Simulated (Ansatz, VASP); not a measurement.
One calculation of ZnO, two programs

Contents of INCAR:

```
PREC = Accurate ; ENCUT = 520
EDIFF = 1E-6 ; ISMEAR = 0
SIGMA = 0.05 ; LREAL = False
LASPH = True ; NELM = 80
ALGO = Normal ; ISIF = 2
LWAVE = False ; LCHARG = False
GGA = PE ; NBANDS = 26
```

The input KPOINTS:

```
regular mesh
0
Gamma
  12 12 6
```

Contents of POSCAR:

```
ZnO
1.0
    3.2794753195      0.0000000000      0.0000000000
   -1.6397376597      2.8401089378      0.0000000000
    0.0000000000      0.0000000000      5.2931304705
Zn O
2 2
Direct
    0.3333333333      0.6666666667      0.0015026883
    0.6666666667      0.3333333333      0.5015026883
    0.3333333333      0.6666666667      0.3805973117
    0.6666666667      0.3333333333      0.8805973117
```

Input for Ansatz:

```yaml
crystal:
  lattice:
    - [3.2794753195, 0.0, 0.0]
    - [-1.6397376597, 2.8401089378, 0.0]
    - [0.0, 0.0, 5.2931304705]
  atoms:
    - { symbol: Zn, position: [0.3333333333, 0.6666666667, 0.0015026883] }
    - { symbol: Zn, position: [0.6666666667, 0.3333333333, 0.5015026883] }
    - { symbol: O, position: [0.3333333333, 0.6666666667, 0.3805973117] }
    - { symbol: O, position: [0.6666666667, 0.3333333333, 0.8805973117] }
basis:
  ecutwfc: 420
kpoints:
  mp_grid: { grid: [12, 12, 6] }
hamiltonian:
  xc: pbe
scf:
  occupations: { method: gaussian, width: 0.05 }
output:
  forces: true
  stress: true
  eigenvalues: true
```

Alike in both runs: task single point; functional PBE; k mesh 12 × 12 × 6; occupations gaussian, width 0.05 eV; no spin polarisation.

|  | VASP | Ansatz |
| --- | --- | --- |
| version | VASP 6.6.1 | Ansatz 0.2.0 |
| potentials or method | VASP PAW PBE potentials, release 64 (Zn, O), cutoff 520 eV | scalar-relativistic, plane waves, PAW |
| valence electrons in the cell | 36 | 36 |

```tsv
	VASP	Ansatz	Ansatz less VASP
gap on the k mesh at the Fermi level (eV)	0.73	0.74	+0.016
least direct gap on the mesh (eV)	0.73	0.74	+0.016
pressure (GPa)	0.9	0.0	-0.89
```
